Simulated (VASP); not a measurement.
NdHf:

```
CELL_PARAMETERS angstrom
4.90213 0.00000 0.00000
-2.45106 4.24537 0.00000
0.00000 0.00000 5.37567
ATOMIC_POSITIONS crystal
Nd 0.33333 0.66667 0.50000
Nd 0.66667 0.33333 0.50000
Hf 0.33333 0.66667 0.00000
Hf 0.66667 0.33333 0.00000
```

The cell was generated, and may not be a known phase.

```yaml
Program: VASP 6.6.1
Task: relaxation of cell and atoms
Functional: PBE
Potentials_or_basis: VASP PAW PBE potentials, release 64 (Nd_3, Hf_pv), 4f in core
Cutoff: 500 eV
k_mesh: 5 × 5 × 4
Occupations: gaussian, width 0.2 eV
Spin: no spin polarisation
```

At the start: pressure 15.1 GPa; volume 27.97 Å³/atom.

Problem. Where does the relaxation end?

Solution. Over 6 steps the energy falls by 347.6 meV/atom and the volume is 36.61 Å³/atom (+30.9 %); space group P6/mmm (No. 191, to 0.1 Å) before and after.

The path:
```tsv
step	energy change (eV)	largest force (eV/Å)	pressure (GPa)	volume (Å³)
1	0.0000	0.0000	15.09	111.87
2	-1.0987	0.0000	-3.12	159.61
3	-1.3555	0.0000	0.66	141.35
4	-1.3559	0.0000	0.48	141.98
5	-1.3850	0.0000	0.14	144.62
6	-1.3902	0.0000	-0.07	146.45
```

Final structure:
```xyz
4
Lattice="5.3068 0.0000 0.0000 -2.6534 4.5958 0.0000 0.0000 0.0000 6.0047" Properties=species:S:1:pos:R:3 pbc="T T T"
Nd    0.0000    3.0639    3.0024
Nd    2.6534    1.5319    3.0024
Hf    0.0000    3.0639    0.0000
Hf    2.6534    1.5319    0.0000
```

Caveat: the volume moved by over 15 % at a fixed basis, so the end points are rough.
